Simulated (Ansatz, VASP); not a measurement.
## KI in VASP and in Ansatz

INCAR

```
SYSTEM = KI
ALGO = Normal
EDIFF = 1E-7
ENCUT = 520
GGA = PE
ISIF = 2
ISMEAR = 0
LASPH = .True.
LCHARG = .False.
LREAL = .False.
LWAVE = .False.
NBANDS = 15
NELM = 100
PREC = Accurate
SIGMA = 0.05
```

The input KPOINTS:

```
k-points
0
Gamma
  6 6 6
  0 0 0
```

Contents of POSCAR:

```
KI
1.0
    0.0000000000      3.6831074658      3.5873258652
    3.6831074658      0.0000000000      3.5873258652
    3.6831074658      3.6831074658      0.0000000000
K I
1 1
Direct
   -0.0355696708     -0.0355696708      0.0355696708
    0.5109587445      0.5109587445      0.4890412555
```

Input for Ansatz:

```yaml
crystal:
  lattice:
    - [0.0, 3.6831074658, 3.5873258652]
    - [3.6831074658, 0.0, 3.5873258652]
    - [3.6831074658, 3.6831074658, 0.0]
  atoms:
    - { symbol: K, position: [-0.0355696708, -0.0355696708, 0.0355696708] }
    - { symbol: I, position: [0.5109587445, 0.5109587445, 0.4890412555] }
basis:
  ecutwfc: 420
kpoints:
  mp_grid: { grid: [6, 6, 6] }
hamiltonian:
  xc: pbe
scf:
  occupations: { method: gaussian, width: 0.05 }
output:
  forces: true
  stress: true
  eigenvalues: true
```

Change from the starting cell: mode 6 frozen in at -0.255 Å, equal normal strain along x and y +0.0267.

Alike in both runs: task single point; functional PBE; k mesh 6 × 6 × 6; occupations gaussian, width 0.05 eV; no spin polarisation.

|  | VASP | Ansatz |
| --- | --- | --- |
| version | VASP 6.6.1 | Ansatz 0.2.0 |
| potentials or method | VASP PAW PBE potentials, release 64 (K_sv, I), cutoff 520 eV | scalar-relativistic, plane waves, PAW |
| valence electrons in the cell | 16 | 26 |

|  | VASP | Ansatz | Ansatz less VASP |
| --- | --- | --- | --- |
| gap on the k mesh at the Fermi level (eV) | 3.77 | 3.77 | +0.003 |
| least direct gap on the mesh (eV) | 3.77 | 3.77 | +0.003 |
| pressure (GPa) | 0.0 | 0.0 | -0.02 |
| traceless stress, the component that is largest in VASP (GPa) | 1.18 | 1.17 | -0.013 |
| rms of the force components (eV/Å) | 0.230 | 0.227 | -0.0026 |

Atom by atom the forces differ by 0.003 eV/Å (rms over components). VASP's potentials hold 16 valence electrons a cell and Ansatz's 26, so a difference there can come from the potentials and not from the codes.

Spin-orbit coupling is off throughout.
